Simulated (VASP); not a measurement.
# KI in VASP: settings compared, part 2 of 2

VASP 6.6.1.

### Step 5. Single point, r2SCAN (uniaxial x strain -2.0%)

The input, POSCAR:

```
KI
1.0
    4.2038406198      0.0000000000      0.0000000000
    0.0000000000      4.2909468407      0.0000000000
    0.0000000000      0.0000000000      4.2909468407
K I
1 1
Direct
    0.0000000000      0.0000000000      0.0000000000
    0.5000000000      0.5000000000      0.5000000000
```

The input, INCAR.step1:

```
PREC = Accurate
ENCUT = 550
ISMEAR = 0
SIGMA = 0.01
LREAL = F
LASPH = T
NELM = 120
NBANDS = 15
GGA = PE
ALGO = Normal
EDIFF = 1E-5
LWAVE = T
LCHARG = F
GGA_COMPAT = F
```

The input, INCAR.step2:

```
PREC = Accurate
ENCUT = 550
EDIFF = 1E-6
ISMEAR = 0
SIGMA = 0.01
LREAL = F
LASPH = T
NELM = 120
ALGO = Normal
ISIF = 2
LWAVE = F
LCHARG = F
METAGGA = R2SCAN
LMIXTAU = T
NBANDS = 15
ISTART = 1
GGA_COMPAT = F
```

The input, KPOINTS:

```
Automatic mesh
0
Gamma
  6 6 6
```

Potentials or basis: VASP PAW PBE potentials, release 64 (K_sv, I).

The run is started by

```sh
cat potpaw_PBE.64/K_sv/POTCAR potpaw_PBE.64/I/POTCAR > POTCAR
cp INCAR.step1 INCAR
mpirun -np 1 vasp_std > vasp.out
cp INCAR.step2 INCAR
mpirun -np 1 vasp_std > vasp.out
```

OUTCAR:

```text
PREC = Accurate
   ENCUT = 550
   EDIFF = 1E-6
   ISMEAR = 0
   LREAL = F
   LASPH = T
   NELM = 120
   ISIF = 2
   METAGGA = R2SCAN
   ISTART = 1

 ion  position               nearest neighbor table
   1  0.000  0.000  0.000-
   2  0.500  0.500  0.500-

  LATTYP: Found a simple tetragonal cell.
 ALAT       =     4.2909468407
 C/A-ratio  =     0.9797000000

  Lattice vectors:

 A1 = (   0.0000000000,   4.2909468407,   0.0000000000)
 A2 = (   0.0000000000,   0.0000000000,   4.2909468407)
 A3 = (   4.2038406198,   0.0000000000,   0.0000000000)

Analysis of symmetry for initial positions (statically):
=====================================================================
 Subroutine PRICEL returns:
 Original cell was already a primitive cell.

 Routine SETGRP: Setting up the symmetry group for a
 simple tetragonal supercell.

 Subroutine GETGRP returns: Found 16 space group operations
 (whereof 16 operations were pure point group operations)
 out of a pool of 16 trial point group operations.

The static configuration has the point symmetry D_4h.

Analysis of symmetry for dynamics (positions and initial velocities):
=====================================================================
 Subroutine PRICEL returns:
 Original cell was already a primitive cell.

 Routine SETGRP: Setting up the symmetry group for a
 simple tetragonal supercell.

 Subroutine GETGRP returns: Found 16 space group operations
 (whereof 16 operations were pure point group operations)
 out of a pool of 16 trial point group operations.

The dynamic configuration has the point symmetry D_4h.

 Subroutine INISYM returns: Found 16 space group operations
 (whereof 16 operations are pure point group operations),
 and found     1 'primitive' translations

----------------------------------------------------------------------------------------

                                     Primitive cell

  volume of cell :      77.4021

  direct lattice vectors                    reciprocal lattice vectors
     4.203840620  0.000000000  0.000000000     0.237877715  0.000000000  0.000000000
     0.000000000  4.290946841  0.000000000     0.000000000  0.233048797  0.000000000
     0.000000000  0.000000000  4.290946841     0.000000000  0.000000000  0.233048797

  length of vectors
     4.203840620  4.290946841  4.290946841     0.237877715  0.233048797  0.233048797

  position of ions in fractional coordinates (direct lattice)
     0.000000000  0.000000000  0.000000000
     0.500000000  0.500000000  0.500000000

  ion indices of the primitive-cell ions
   primitive index   ion index
                 1           1
                 2           2

----------------------------------------------------------------------------------------

 KPOINTS: Automatic mesh

Automatic generation of k-mesh.
 Grid dimensions read from file:
[... 23 lines left out ...]
  0.166667  0.000000  0.000000      2.000000
  0.333333  0.000000  0.000000      2.000000
  0.500000  0.000000  0.000000      1.000000
  0.000000  0.166667  0.000000      4.000000
  0.166667  0.166667  0.000000      8.000000
[... 16 lines left out ...]
  0.333333  0.333333  0.166667     16.000000
  0.500000  0.333333  0.166667      8.000000
 [... further k-points ...]
   k-points           NKPTS =     40   k-points in BZ     NKDIM =     40   number of bands    NBANDS=     15
   number of dos      NEDOS =    301   number of ions     NIONS =      2
   total plane-waves  NPLWV =  41472
   dimension x,y,z NGX =    32 NGY =   36 NGZ =   36
   dimension x,y,z NGXF=    64 NGYF=   72 NGZF=   72
   ions per type =               1   1
   NGX,Y,Z   is equivalent  to a cutoff of  12.65, 13.95, 13.95 a.u.
   NGXF,Y,Z  is equivalent  to a cutoff of  25.31, 27.90, 27.90 a.u.
 SYSTEM =  unknown system
   PREC   = accura    normal or accurate (medium, high low for compatibility)
   ISTART =      1    job   : 0-new  1-cont  2-samecut
   ICHARG =      0    charge: 1-file 2-atom 10-const
   ISPIN  =      1    spin polarized calculation?
   LNONCOLLINEAR =      F non collinear calculations
   LSORBIT =      F    spin-orbit coupling
   LASPH  =      T    aspherical Exc in radial PAW
   ENCUT  =  550.0 eV  40.42 Ry    6.36 a.u.   8.04  8.21  8.21*2*pi/ulx,y,z
   NELM   =    120;   NELMIN=  2; NELMDL=  0     # of ELM steps
   EDIFF  = 0.1E-05   stopping-criterion for ELM
   LREAL  =      F    real-space projection
   EDIFFG = 0.1E-04   stopping-criterion for IOM
   NSW    =      0    number of steps for IOM
   IBRION =     -1    ionic relax: 0-MD 1-quasi-New 2-CG
   NFREE  =      0    steps in history (QN), initial steepest desc. (CG)
   ISIF   =      2    stress and relaxation
   ISYM   =      2    0-nonsym 1-usesym 2-fastsym
   POTIM  = 0.5000    time-step for ionic-motion
   TEBEG  =    0.0;   TEEND  =   0.0 temperature during run
   PSTRESS=    0.0 pullay stress
   NELECT =      16.0000    total number of electrons
   NUPDOWN=      -1.0000    fix difference up-down
   EMIN   =  10.00;   EMAX   =-10.00  energy-range for DOS
   EFERMI =   0.00;   METHOD = LEGACY
   ISMEAR =     0;   SIGMA  =   0.01  broadening in eV -4-tet -1-fermi 0-gaus
   EFERMI_NEDOS =   21; number of points for ismear=-14 and -15
   IALGO  =     38    algorithm
   IMIX   =      4    mixing-type and parameters
     AMIX     =   0.40;   BMIX     =  1.00
     AMIX_MAG =   1.60;   BMIX_MAG =  1.00
  volume/ion in A,a.u.               =      38.70       261.17
  Fermi-wavevector in a.u.,A,eV,Ry     =   0.967975  1.829207 12.748318  0.936975
  Thomas-Fermi vector in A             =   2.097905
   LORBIT       =      0    0 simple, 1 ext, 2 COOP (PROOUT), +10 PAW based schemes
   METAGGA = R2SCAN    functional components
   LHFCALC =     F    Hartree Fock is set to
   AEXX    =    0.0000 exact exchange contribution
   IVDW    =     0    specifies the selected vdW correction
   LEPSILON=     F    determine dielectric tensor
   LRPA    =     F    only Hartree local field effects (RPA)
 non-spin polarized calculation
 Gauss-broadening in eV      SIGMA  =   0.01
  energy-cutoff  :      550.00
  volume of cell :       77.40
 maximum number of plane-waves:      2296
   NGX = 17   NGY = 17   NGZ = 17

 number of electron      15.9999999 magnetization

 Free energy of the ion-electron system (eV)
  ---------------------------------------------------
  ext. energy  EPLUGINS =         0.00000000
  ---------------------------------------------------
  free energy    TOTEN  =       -33.86055948 eV

  energy without entropy =      -33.86055948  energy(sigma->0) =      -33.86055948

 E-fermi :   0.9373     XC(G=0):  -8.1376

 val. band max:        0.7962819570   @ k =   0.0000   0.5000   0.5000
 cond. band min:       4.8096909519   @ k =   0.0000   0.0000   0.0000
 fundamental gap:      4.0134089948
 Fermi energy:         0.9373154356

 k-point     1 :       0.0000    0.0000    0.0000
  band No.  band energies     occupation
      1     -29.8542      2.00000
      2     -12.5374      2.00000
      3     -12.5372      2.00000
      4     -12.5372      2.00000
      5     -10.8318      2.00000
      6       0.2858      2.00000
      7       0.2858      2.00000
      8       0.4385      2.00000
      9       4.8097      0.00000
     10       5.8791      0.00000
     11       5.9848      0.00000
     12       9.7380      0.00000
     13       9.8861      0.00000
     14       9.8861      0.00000
[... 401 lines left out ...]
      2     -12.6500      2.00000
      3     -12.5891      2.00000
      4     -12.5383      2.00000
      5     -10.3998      2.00000
      6      -1.2264      2.00000
      7      -0.7327      2.00000
      8       0.1057      2.00000
      9       5.9217      0.00000
     10       7.5448      0.00000
     11       7.8235      0.00000
     12       8.1810      0.00000
     13       9.9490      0.00000
     14      10.1410      0.00000
     15      11.2053      0.00000

 [... further k-points ...]

------------------------ aborting loop because EDIFF is reached ----------------------------------------

  FORCE on cell =-STRESS in cart. coord.  units (eV):
  Direction    XX          YY          ZZ          XY          YZ          ZX
  --------------------------------------------------------------------------------------
  -------------------------------------------------------------------------------------
  Total        0.3855769      0.0465469      0.0465469      0.0000000      0.0000000     -0.0000000
  in kB        7.9812172      0.9634936      0.9634936      0.0000000      0.0000000     -0.0000000
  external PRESSURE =       3.3027348 kB  Pullay stress =       0.0000000 kB

 VOLUME and BASIS-vectors are now :
 -----------------------------------------------------------------------------
  energy-cutoff  :      550.00
  volume of cell :       77.40
      direct lattice vectors                 reciprocal lattice vectors
     4.203840620  0.000000000  0.000000000     0.237877715  0.000000000  0.000000000
     0.000000000  4.290946841  0.000000000     0.000000000  0.233048797  0.000000000
     0.000000000  0.000000000  4.290946841     0.000000000  0.000000000  0.233048797

 POSITION                                       TOTAL-FORCE (eV/Angst)
 -----------------------------------------------------------------------------------
      0.00000      0.00000      0.00000         0.000000      0.000000      0.000000
      2.10192      2.14547      2.14547         0.000000      0.000000      0.000000
 -----------------------------------------------------------------------------------
    total drift:                                0.000000      0.000000     -0.000000

  FREE ENERGIE OF THE ION-ELECTRON SYSTEM (eV)
  ---------------------------------------------------
  free  energy   TOTEN  =       -33.8605594812 eV

  energy  without entropy=      -33.8605594812  energy(sigma->0) =      -33.86055948
```

OSZICAR.step1:

```text
N       E                     dE             d eps       ncg     rms          rms(c)
DAV:   1     0.905362160498E+02    0.90536E+02   -0.68524E+03  1200   0.967E+02
DAV:   2    -0.147550378238E+00   -0.90684E+02   -0.84669E+02  1523   0.220E+02
DAV:   3    -0.526885428713E+01   -0.51213E+01   -0.50951E+01  1715   0.451E+01
DAV:   4    -0.551470424208E+01   -0.24585E+00   -0.24578E+00  1850   0.863E+00
DAV:   5    -0.551729927391E+01   -0.25950E-02   -0.25950E-02  1688   0.883E-01    0.278E+00
DAV:   6    -0.542817271759E+01    0.89127E-01   -0.63826E-02  1592   0.176E+00    0.199E+00
DAV:   7    -0.540943578682E+01    0.18737E-01   -0.89581E-02  1599   0.176E+00    0.741E-01
DAV:   8    -0.541180461185E+01   -0.23688E-02   -0.13345E-02  1372   0.770E-01    0.159E-01
DAV:   9    -0.541194201574E+01   -0.13740E-03   -0.54813E-04  1725   0.159E-01    0.739E-02
DAV:  10    -0.541200082449E+01   -0.58809E-04   -0.90435E-05  1540   0.610E-02    0.166E-02
DAV:  11    -0.541201792449E+01   -0.17100E-04   -0.26550E-05  1493   0.338E-02    0.189E-02
DAV:  12    -0.541201751974E+01    0.40476E-06   -0.51154E-07  1132   0.566E-03
   1 F= -.54120175E+01 E0= -.54120175E+01  d E =-.359977E-62
```

Wall time 1.9 min (1 thread of Intel Xeon Platinum 8259CL at 2.50GHz (Skylake/Cascade Lake), shared host); peak memory 0.23 GiB.

Results:

| Item | Value |
| --- | --- |
| Free energy | -33.8606 eV |
| Pressure | 0.3 GPa |
| Band gap on the k mesh | 4.01 eV, indirect (least direct gap 4.31 eV) |

Stress tensor (GPa, compression positive):
```
0.80 0.00 0.00
0.00 0.10 0.00
0.00 0.00 0.10
```

Levels at points of the mesh, in eV from the valence-band top:
```
           k point  band 4  band 5  band 6  band 7  band 8  band 9  band 10  band 11  band 12  band 13
(0.00, 0.00, 0.00)  -13.33  -11.63   -0.51   -0.51   -0.36    4.01     5.08     5.19     8.94     9.09
(0.50, 0.00, 0.00)  -13.32  -11.27   -2.47   -0.41   -0.41    6.11     6.64     7.52     7.83     9.22
(0.00, 0.50, 0.00)  -13.32  -11.29   -2.46   -0.44   -0.28    6.13     6.61     7.55     7.77     9.21
(0.50, 0.50, 0.00)  -13.31  -11.22   -1.91   -1.85   -0.12    4.36     6.24     7.25     7.28     9.75
(0.00, 0.50, 0.50)  -13.31  -11.25   -1.89   -1.89    0.00    4.31     6.40     7.45     7.45     9.85
(0.50, 0.50, 0.50)  -13.39  -11.03   -1.87   -1.81   -1.81    6.05     6.05     6.10     9.58     9.58
```

Caveat: the cell differs from its parent crystal (uniaxial x strain -2.0%); the PAW data sets were made with another functional, which shifts forces and pressure a little; spin-orbit coupling is left out, which moves the levels of the heavy elements. A k mesh can miss the band edges.

### Step 6. Single point, HSE06 (strain along [111] +2.9%)

The input, POSCAR:

```
KI
1.0
    4.3321399304      0.0411930897      0.0411930897
    0.0411930897      4.3321399304      0.0411930897
    0.0411930897      0.0411930897      4.3321399304
K I
1 1
Direct
    0.0000000000      0.0000000000      0.0000000000
    0.5000000000      0.5000000000      0.5000000000
```

The input, INCAR.step1:

```
ALGO     = Normal         # electronic algorithm
EDIFF    = 1E-5           # SCF threshold, eV
ENCUT    = 400            # plane-wave cutoff, eV
GGA      = PE             # functional
GGA_COMPAT= False        
ISIF     = 2              # what is computed and relaxed
ISMEAR   = 0              # smearing method
LASPH    = True           # aspherical terms in the spheres
LREAL    = False          # projectors in reciprocal space
LWAVE    = True           # write WAVECAR
NBANDS   = 15             # bands
NELM     = 120            # most SCF steps
PREC     = Accurate       # precision mode
SIGMA    = 0.01           # smearing width, eV
```

The input, INCAR.step2:

```
ALGO     = Normal         # electronic algorithm
EDIFF    = 1E-6           # SCF threshold, eV
ENCUT    = 400            # plane-wave cutoff, eV
GGA      = PE             # functional
GGA_COMPAT= False        
HFSCREEN = 0.2079         # screening, 1/A
ISIF     = 2              # what is computed and relaxed
ISMEAR   = 0              # smearing method
ISTART   = 1            
LASPH    = True           # aspherical terms in the spheres
LCHARG   = True           # write CHGCAR
LELF     = True           # ELF
LHFCALC  = True           # exact exchange
LREAL    = False          # projectors in reciprocal space
LVHAR    = True         
LWAVE    = False          # write WAVECAR
NBANDS   = 15             # bands
NELM     = 120            # most SCF steps
PREC     = Accurate       # precision mode
PRECFOCK = Normal       
SIGMA    = 0.01           # smearing width, eV
```

The input, KPOINTS:

```
k-points
0
Gamma
  4 4 4
```

Potentials or basis: VASP PAW PBE potentials, release 64 (K_sv, I).

The run is started by

```sh
cat potpaw_PBE.64/K_sv/POTCAR potpaw_PBE.64/I/POTCAR > POTCAR
cp INCAR.step1 INCAR
mpirun -np 1 vasp_std > vasp.out
cp INCAR.step2 INCAR
mpirun -np 1 vasp_std > vasp.out
```

It took 8 min on 1 thread of Intel Xeon Platinum 8259CL at 2.50GHz (Skylake/Cascade Lake), shared host; peak memory 0.26 GiB.

The run converged. Its results:

```
Free energy            : -6.2564 eV
Pressure               : -0.1 GPa
Band gap on the k mesh : 4.23 eV, indirect (least direct gap 4.56 eV)
```

Levels at points of the mesh, in eV from the valence-band top:
```tsv
k point	band 6	band 7	band 8	band 9	band 10	band 11
(0.00, 0.00, 0.00)	-0.39	-0.39	-0.33	4.23	5.85	5.85
(0.50, 0.00, 0.00)	-2.33	-0.31	-0.25	6.40	7.42	8.06
(0.50, 0.50, 0.00)	-1.79	-1.75	0.00	4.91	6.79	8.03
(0.50, 0.50, 0.50)	-1.70	-1.68	-1.68	6.45	6.65	6.65
```

Caveat: the cell differs from its parent crystal (strain along [111] +2.9%); the PAW data sets were made with another functional, which shifts forces and pressure a little; spin-orbit coupling is left out, which moves the levels of the heavy elements.

### Step 7. Single point, HSE06 (uniaxial x strain -2.0%)

The input, POSCAR:

```
KI
1.0
    4.2038406198      0.0000000000      0.0000000000
    0.0000000000      4.2909468407      0.0000000000
    0.0000000000      0.0000000000      4.2909468407
K I
1 1
Direct
    0.0000000000      0.0000000000      0.0000000000
    0.5000000000      0.5000000000      0.5000000000
```

The input, INCAR.step1:

```
SYSTEM = KI
PREC     = Accurate       ! precision mode
ENCUT    = 400            ! plane-wave cutoff, eV
EDIFF    = 1E-5           ! SCF threshold, eV
ISMEAR   = 0              ! smearing method
SIGMA    = 0.01           ! smearing width, eV
LREAL    = .FALSE.        ! projectors in reciprocal space
LASPH    = .TRUE.         ! aspherical terms in the spheres
NELM     = 120            ! most SCF steps
ALGO     = Normal         ! electronic algorithm
ISIF     = 2              ! what is computed and relaxed
LWAVE    = .TRUE.         ! write WAVECAR
LCHARG   = .FALSE.        ! write CHGCAR
NBANDS   = 15             ! bands
GGA      = PE             ! functional
GGA_COMPAT= .FALSE.
```

The input, INCAR.step2:

```
SYSTEM = KI
PREC     = Accurate       ! precision mode
ENCUT    = 400            ! plane-wave cutoff, eV
EDIFF    = 1E-6           ! SCF threshold, eV
ISMEAR   = 0              ! smearing method
SIGMA    = 0.01           ! smearing width, eV
LREAL    = .FALSE.        ! projectors in reciprocal space
LASPH    = .TRUE.         ! aspherical terms in the spheres
NELM     = 120            ! most SCF steps
ALGO     = Normal         ! electronic algorithm
ISIF     = 2              ! what is computed and relaxed
LWAVE    = .FALSE.        ! write WAVECAR
LCHARG   = .FALSE.        ! write CHGCAR
GGA      = PE             ! functional
LHFCALC  = .TRUE.         ! exact exchange
HFSCREEN = 0.2079         ! screening, 1/A
PRECFOCK = Normal       
NBANDS   = 15             ! bands
ISTART   = 1            
GGA_COMPAT= .FALSE.
```

The input, KPOINTS:

```
Automatic mesh
0
G
  4 4 4
  0 0 0
```

The run is started by

```sh
cat potpaw_PBE.64/K_sv/POTCAR potpaw_PBE.64/I/POTCAR > POTCAR
cp INCAR.step1 INCAR
mpirun -np 1 vasp_std > vasp.out
cp INCAR.step2 INCAR
mpirun -np 1 vasp_std > vasp.out
```

It took 9.7 min on 1 thread of Intel Xeon Platinum 8259CL at 2.50GHz (Skylake/Cascade Lake), shared host; peak memory 0.27 GiB.

The run converged. Its results:

* Free energy: -6.2482 eV
* Pressure: 0.6 GPa
* Band gap on the k mesh: 4.27 eV, indirect (least direct gap 4.65 eV)

Stress tensor (GPa, compression positive):
```
1.08 0.00 0.00
0.00 0.40 0.00
0.00 0.00 0.40
```

Levels at points of the mesh, in eV from the valence-band top:
```tsv
k point	band 5	band 6	band 7	band 8	band 9	band 10	band 11	band 12
(0.00, 0.00, 0.00)	-12.25	-0.53	-0.53	-0.38	4.27	5.61	5.72	9.65
(0.50, 0.00, 0.00)	-11.86	-2.62	-0.42	-0.42	6.44	7.31	7.96	8.29
(0.00, 0.50, 0.00)	-11.89	-2.60	-0.46	-0.30	6.46	7.28	7.98	8.23
(0.50, 0.50, 0.00)	-11.82	-2.03	-1.95	-0.12	4.80	6.68	7.85	7.89
(0.00, 0.50, 0.50)	-11.85	-1.99	-1.99	0.00	4.75	6.84	8.06	8.06
(0.50, 0.50, 0.50)	-11.62	-1.97	-1.90	-1.90	6.52	6.52	6.56	10.28
```

Caveat: the cell differs from its parent crystal (uniaxial x strain -2.0%); the PAW data sets were made with another functional, which shifts forces and pressure a little; spin-orbit coupling is left out, which moves the levels of the heavy elements.

### Step 8. Summary

```tsv
level	cell	k mesh	cutoff (eV)	smearing	grid for exact exchange (PRECFOCK)	screening parameter	gap on the mesh (eV)	pressure (GPa)
PBE	a = 4.333 Å, angles 88.9°, 2 atoms	6 × 6 × 6	500	fermi-dirac 0.02 eV	-	-	3.26	0.1
PBE	a = 4.204, b = 4.291, c = 4.291 Å, 2 atoms	6 × 6 × 6	500	fermi-dirac 0.02 eV	-	-	3.30	0.8
r2SCAN	a = 4.333 Å, angles 88.9°, 2 atoms	6 × 6 × 6	550	gaussian 0.01 eV	-	-	3.97	-0.4
r2SCAN	a = 4.204, b = 4.291, c = 4.291 Å, 2 atoms	6 × 6 × 6	550	gaussian 0.01 eV	-	-	4.01	0.3
HSE06	a = 4.333 Å, angles 88.9°, 2 atoms	4 × 4 × 4	400	gaussian 0.01 eV	Normal	0.2079 1/Å	4.23	-0.1
HSE06	a = 4.204, b = 4.291, c = 4.291 Å, 2 atoms	4 × 4 × 4	400	gaussian 0.01 eV	Normal	0.2079 1/Å	4.27	0.6
```

Alike in all rows: task single point; potentials or basis VASP PAW PBE potentials, release 64 (K_sv, I); no spin polarisation.

Caveats: spin-orbit coupling is left out, which moves the levels of the heavy elements; the PAW data sets were made with another functional, which shifts forces and pressure a little (some runs).

Total energies depend on the potentials used, so only differences within one code and one set of settings carry meaning.
